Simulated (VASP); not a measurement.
Se, 1 atom in the cell. Symmetry: Im-3m, No. 229, cubic system. The conventional cell has a = 3.296 Å, b = 3.296 Å, c = 3.296 Å, α = 90.00°, β = 90.00°, γ = 90.00°. Se (site symmetry m-3m) has 14 Se at 2.85 to 3.30 Å within 3.8 Å. This isn't the form of Se at room conditions, which is trigonal, of chains.

- Program: VASP 6.6.1
- Task: single point
- Functional: PBE
- Potentials or basis: VASP PAW PBE potentials, release 64 (Se)
- Cutoff: 520 eV
- k mesh: 18 × 18 × 18
- Occupations: gaussian, width 0.05 eV
- Spin: no spin polarisation
- Dipole correction: no
- Further INCAR settings: ALGO = Normal; EDIFF = 1e-06; NBANDS = 9

Potentials or basis: VASP PAW PBE potentials, release 64 (Se).

Run with:

```bash
$ cat potpaw_PBE.64/Se/POTCAR > POTCAR
$ mpirun -np 1 vasp_std > vasp.out
```

Hardware: 1 thread of Intel(R) Xeon(R) Platinum 8488C (Sapphire Rapids) (shared host).

Estimate the wall time of this run.

Run time: 10 s on 1 thread of Intel(R) Xeon(R) Platinum 8488C (Sapphire Rapids) (shared host), peak memory 0.16 GiB. Counts: scf iterations 9, k points 195.
